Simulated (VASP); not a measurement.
**NiO2: single point with r2SCAN**

NiO2:

```
Ni O
1.0
     0.00000    3.91754    3.91754
     3.91754    0.00000    3.91754
     3.91754    3.91754    0.00000
Ni O
4 8
Direct
  0.62500 0.62500 0.62500
  0.62500 0.62500 0.12500
  0.62500 0.12500 0.62500
  0.12500 0.62500 0.62500
  0.41549 0.86150 0.86150
  0.86150 0.86150 0.86150
  0.83451 0.38850 0.38850
  0.38850 0.38850 0.83451
  0.38850 0.38850 0.38850
  0.38850 0.83451 0.38850
  0.86150 0.86150 0.41549
  0.86150 0.41549 0.86150
```

```json
{
 "Program": "VASP 6.6.1",
 "Task": "single point",
 "Functional": "r2SCAN",
 "Potentials or basis": "VASP PAW PBE potentials, release 64 (Ni_sv_GW, O)",
 "Cutoff": "660 eV",
 "k mesh": "6 × 6 × 6",
 "Occupations": "gaussian, width 0.05 eV",
 "Spin": "no spin polarisation"
}
```

```json
{
 "Pressure": "-0.2 GPa",
 "Largest force": "0.062 eV/Å",
 "Band gap on the k mesh": "1.61 eV (least direct gap 1.65 eV)"
}
```

Forces on the atoms (eV/Å):
```
Ni   0.000  0.000  0.000
Ni   0.000  0.000  0.000
Ni   0.000  0.000  0.000
Ni   0.000  0.000  0.000
O    0.036 -0.036 -0.036
O    0.036  0.036  0.036
O   -0.036  0.036  0.036
O    0.036  0.036 -0.036
O   -0.036 -0.036 -0.036
O    0.036 -0.036  0.036
O   -0.036 -0.036  0.036
O   -0.036  0.036 -0.036
```

Levels at points of the mesh, in eV from the valence-band top:
| k point | band 56 | band 57 | band 58 | band 59 | band 60 | band 61 | band 62 | band 63 | band 64 | band 65 |
| --- | --- | --- | --- | --- | --- | --- | --- | --- | --- | --- |
| (0.00, 0.00, 0.00) | -0.91 | -0.47 | -0.32 | -0.32 | -0.32 | 2.47 | 2.47 | 2.47 | 2.91 | 2.91 |
| (0.50, 0.00, 0.00) | -0.53 | -0.49 | -0.40 | -0.29 | -0.29 | 2.15 | 2.15 | 2.15 | 2.20 | 2.20 |
| (0.50, 0.50, 0.00) | -0.31 | -0.20 | -0.20 | -0.04 | -0.04 | 1.61 | 1.61 | 2.05 | 2.05 | 2.43 |

It took 21 min on 1 thread of Intel(R) Xeon(R) Platinum 8259CL CPU @ 2.50GHz (Skylake/Cascade Lake) (shared host), peak memory 0.45 GiB.

Caveat: the PAW data sets were made with another functional, which shifts forces and pressure a little; the run has no spin polarisation, though such a crystal can be magnetic. Spin polarisation is off, so any magnetic state and its effect on volume and gap are missing.
